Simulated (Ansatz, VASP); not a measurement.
## GaP: VASP beside Ansatz

INCAR

```
  PREC = Accurate
  ENCUT = 500
  EDIFF = 1E-6
  ISMEAR = 0
  SIGMA = 0.01
  LREAL = F
  LASPH = T
  NELM = 120
  ALGO = Normal
  ISIF = 2
  LWAVE = F
  LCHARG = F
  NBANDS = 16
  GGA_COMPAT = F
```

File KPOINTS:

```
Automatic mesh
0
Gamma
  8 8 8
```

POSCAR

```
GaP
1.0
    0.0000000000      2.6957062497      2.6957062497
    2.6957062497      0.0000000000      2.6957062497
    2.6957062497      2.6957062497      0.0000000000
Ga P
1 1
Direct
    0.0000000000      0.0000000000      0.0000000000
    0.2500000000      0.2500000000      0.2500000000
```

Input for Ansatz:

```yaml
crystal:
  lattice:
    - [0.0, 2.6957062497, 2.6957062497]
    - [2.6957062497, 0.0, 2.6957062497]
    - [2.6957062497, 2.6957062497, 0.0]
  atoms:
    - { symbol: Ga, position: [0.0, 0.0, 0.0] }
    - { symbol: P, position: [0.25, 0.25, 0.25] }
basis:
  ecutwfc: 420
kpoints:
  mp_grid: { grid: [8, 8, 8] }
  band_path:
    path:
      - [0.0, 0.0, 0.0]
      - [0.0, 0.0, 0.0]
      - [0.0, 0.0, 0.0]
      - [0.0, 0.0, 0.0]
      - [0.0, 0.0, 0.0]
      - [0.0, 0.0, 0.0]
      - [0.0, 0.0, 0.0]
      - [0.0, 0.0, 0.0]
      - [0.0, 0.0, 0.0]
      - [0.0, 0.0, 0.0]
      - [0.0, 0.0, 0.0]
      - [0.0, 0.0, 0.0]
      - [0.0, 0.0, 0.0]
      - [0.0, 0.0, 0.0]
      - [0.0, 0.0, 0.0]
      - [0.0, 0.0, 0.0]
      - [0.0, 0.0, 0.0]
      - [0.0, 0.0, 0.0]
      - [0.0, 0.0, 0.0]
      - [0.0, 0.0, 0.0]
      - [0.0, 0.0, 0.0]
      - [0.0, 0.0, 0.0]
      - [0.0, 0.0, 0.0]
      - [0.0, 0.0, 0.0]
      - [0.0, 0.0, 0.0]
      - [0.0, 0.0, 0.0]
      - [0.3, 0.3, 0.0]
      - [0.3166666667, 0.3166666667, 0.0]
      - [0.3333333333, 0.3333333333, 0.0]
      - [0.35, 0.35, 0.0]
      - [0.3666666667, 0.3666666667, 0.0]
      - [0.3833333333, 0.3833333333, 0.0]
      - [0.4, 0.4, 0.0]
      - [0.4166666667, 0.4166666667, 0.0]
      - [0.4333333333, 0.4333333333, 0.0]
      - [0.45, 0.45, 0.0]
      - [0.4666666667, 0.4666666667, 0.0]
      - [0.4833333333, 0.4833333333, 0.0]
      - [0.5, 0.5, 0.0]
      - [0.5, 0.5, 0.5]
      - [0.5, 0.5, 0.5]
      - [0.5, 0.5, 0.5]
      - [0.5, 0.5, 0.5]
      - [0.5, 0.5, 0.5]
      - [0.5, 0.5, 0.5]
      - [0.5, 0.5, 0.5]
      - [0.5, 0.5, 0.5]
      - [0.5, 0.5, 0.5]
      - [0.5, 0.5, 0.5]
      - [0.5, 0.5, 0.5]
      - [0.5, 0.5, 0.5]
      - [0.5, 0.5, 0.5]
    npoints: 1
hamiltonian:
  xc: lda
  pseudopotentials: { kind: paw, azcp: { folder: soft_1 } }
scf:
  occupations: { method: fixed }
  n_extra_bands: 5
output:
  eigenvalues: true
```

Alike in both runs: task single point; functional LDA; k mesh 8 × 8 × 8; no spin polarisation.

```csv
,VASP,Ansatz
version,VASP 6.6.1,Ansatz 0.2.0
potentials or method,"VASP PAW LDA potentials, release 64 (Ga_d, P), cutoff 500 eV","scalar-relativistic, plane waves, PAW"
occupations,"gaussian, width 0.01 eV",fixed
valence electrons in the cell,18,18
```

```tsv
	VASP	Ansatz	Ansatz less VASP
gap on the k mesh at the Fermi level (eV)	1.43	1.43	+0.001
least direct gap on the mesh (eV)	1.91	1.88	-0.029
```

Ansatz warns that its potentials were made for another functional, while VASP's fit it. LDA's correlation is that of Perdew and Zunger in VASP and of Perdew and Wang (1992) in Ansatz.
